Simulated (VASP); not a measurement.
Set up this calculation in VASP 6.6.1, as the native input.

| Quantity | Value |
| --- | --- |
| Task | single point |
| Functional | r2SCAN |
| Potentials or basis | VASP PAW PBE potentials, release 64 (Ce, O) |
| Cutoff | 520 eV |
| k mesh | 9 × 9 × 9 |
| Occupations | fermi-dirac, width 0.05 eV |
| Spin | collinear spin, ferromagnetic start |
| Starting moments | [1.0, 0.0, 0.0] μB |
| Dipole correction | no |
| Further INCAR settings | ALGO = Normal; EDIFF = 1e-07; NBANDS = 23 |

The system is CeO2.

```
CELL_PARAMETERS angstrom
0.00000 2.68550 2.68550
2.68550 0.00000 2.68550
2.68550 2.68550 0.00000
ATOMIC_POSITIONS crystal
Ce 0.00000 0.00000 0.00000
O 0.75000 0.75000 0.75000
O 0.25000 0.25000 0.25000
```

The input as run:

POSCAR

```
CeO2
1.0
    0.0000000000      2.6855041512      2.6855041512
    2.6855041512      0.0000000000      2.6855041512
    2.6855041512      2.6855041512      0.0000000000
Ce O
1 2
Direct
    0.0000000000      0.0000000000      0.0000000000
    0.7500000000      0.7500000000      0.7500000000
    0.2500000000      0.2500000000      0.2500000000
```

INCAR.step1

```
SYSTEM = CeO2
PREC = Accurate ; ENCUT = 520
ISMEAR = -1 ; SIGMA = 0.05
LREAL = .False. ; LASPH = .True.
NELM = 150 ; ISPIN = 2
MAGMOM = 1 0 0 ; LMAXMIX = 6
NBANDS = 23 ; GGA = PE
ALGO = Normal ; EDIFF = 1E-4
LWAVE = .True. ; LCHARG = .False.
```

INCAR.step2

```
SYSTEM = CeO2
PREC = Accurate ; ENCUT = 520
EDIFF = 1E-7 ; ISMEAR = -1
SIGMA = 0.05 ; LREAL = .False.
LASPH = .True. ; NELM = 150
ALGO = Normal ; ISIF = 2
LWAVE = .False. ; LCHARG = .True.
ISPIN = 2 ; MAGMOM = 1 0 0
LORBIT = 11 ; LMAXMIX = 6
METAGGA = R2SCAN ; LMIXTAU = .True.
LELF = .True. ; LVHAR = .True.
NBANDS = 23 ; ISTART = 1
```

KPOINTS

```
regular mesh
0
Gamma
  9 9 9
  0 0 0
```

Potentials or basis: VASP PAW PBE potentials, release 64 (Ce, O).

The run is started by

```sh
$ cat potpaw_PBE.64/Ce/POTCAR potpaw_PBE.64/O/POTCAR > POTCAR
$ cp INCAR.step1 INCAR
$ mpirun -np 1 vasp_std > vasp.out
$ cp INCAR.step2 INCAR
$ mpirun -np 1 vasp_std > vasp.out
```

Results of the run:

| Property | Result |
| --- | --- |
| Pressure | 7.4 GPa |
| Band gap on the k mesh | 2.35 eV (least direct gap 2.42 eV) |
| Net moment | 0.00 μB per cell |
| Valence electrons inside the program's atomic spheres | Ce 9.74; O 5.07 |

Caveat: the magnetic or orbital state may not be the lowest; the cell stands under pressure; the moments typed at the start vanished in this run; the PAW data sets were made with another functional, which shifts forces and pressure a little; spin-orbit coupling is left out, which moves the levels of the heavy elements; an odd mesh through Γ misses points on the zone boundary, where band edges can lie.

It took 4 min on 1 thread of Intel Xeon 8259CL, with other jobs on the host, peak memory 0.23 GiB.
